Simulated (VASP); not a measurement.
## Zn: relaxation of cell and atoms with PBE

Crystal: Zn.

```xyz
6
Lattice="2.6350 0.0000 0.0000 -1.3175 2.2820 0.0000 0.0000 0.0000 15.2760" Properties=species:S:1:pos:R:3 pbc="T T T"
Zn    0.0000    0.0000    0.0000
Zn    0.0000    1.5213    2.5460
Zn    1.3175    0.7607    5.0920
Zn    0.0000    0.0000    7.6380
Zn    1.3175    0.7607   10.1840
Zn    0.0000    1.5213   12.7300
```

| Quantity | Value |
| --- | --- |
| Program | VASP 6.6.1 |
| Task | relaxation of cell and atoms |
| Functional | PBE |
| Potentials or basis | VASP PAW PBE potentials, release 64 (Zn) |
| Cutoff | 600 eV |
| k mesh | 18 × 18 × 4 |
| Occupations | gaussian, width 0.1 eV |
| Spin | no spin polarisation |
| Dipole correction | no |
| Further INCAR settings | ALGO = Fast; EDIFF = 1e-06; IBRION = 2; EDIFFG = -0.01; NSW = 65; ISIF = 3 |

- Relaxed volume: 15.52 Å³/atom
- Relaxed cell: a = 2.637 Å, b = 2.637 Å, c = 15.468 Å, α = 90.00°, β = 90.00°, γ = 120.00°
- Space group after relaxing (to 0.1 Å): P6_3/mmc (No. 194)
- Energy gained by relaxing: 0.3 meV/atom
- Ionic steps: 9
- Pressure after relaxing: -0.1 GPa
- Largest force after relaxing: 0.004 eV/Å
- Band gap on the k mesh: zero (bands 36 and 37 overlap by 5.47 eV)

Forces in eV/Å, atoms in the order of the input:
```
Zn   0.000  0.000  0.000
Zn   0.000  0.000 -0.004
Zn   0.000  0.000  0.004
Zn   0.000  0.000  0.000
Zn   0.000  0.000 -0.004
Zn   0.000  0.000  0.004
```

Step by step:
```tsv
step	energy change (eV)	largest force (eV/Å)	pressure (GPa)	volume (Å³)
1	0.0000	0.0274	0.46	91.86
2	-0.0012	0.0229	0.04	92.44
3	-0.0013	0.0224	-0.01	92.54
4	-0.0013	0.0204	-0.16	92.74
5	-0.0013	0.0233	-0.06	92.61
6	-0.0017	0.0184	-0.05	92.65
7	-0.0022	0.0103	0.09	92.77
8	-0.0022	0.0081	0.16	92.79
9	-0.0020	0.0044	-0.07	93.13
```

Final structure:
```
Zn
1.0
     2.63670    0.00000    0.00000
    -1.31835    2.28345    0.00000
     0.00000    0.00000   15.46807
Zn
6
Direct
  0.00000 0.00000 0.00000
  0.33333 0.66667 0.16599
  0.66667 0.33333 0.33401
  0.00000 0.00000 0.50000
  0.66667 0.33333 0.66599
  0.33333 0.66667 0.83401
```

Levels at points of the mesh, in eV from the Fermi level:
```tsv
k point	band 34	band 35	band 36	band 37	band 38	band 39
(0.00, 0.00, 0.00)	-6.75	-6.71	-3.66	-3.54	0.93	0.99
(0.50, 0.00, 0.00)	-1.83	-1.46	-1.34	0.22	0.25	1.20
(0.00, 0.00, 0.50)	-7.01	-5.38	-5.38	-1.48	-1.48	3.68
(0.50, 0.00, 0.50)	-1.97	-1.33	-1.33	0.05	0.05	1.68
```

Run time: 71 min on 1 thread of Oxide Virtual Turin-like Processor (shared host), peak memory 0.49 GiB.
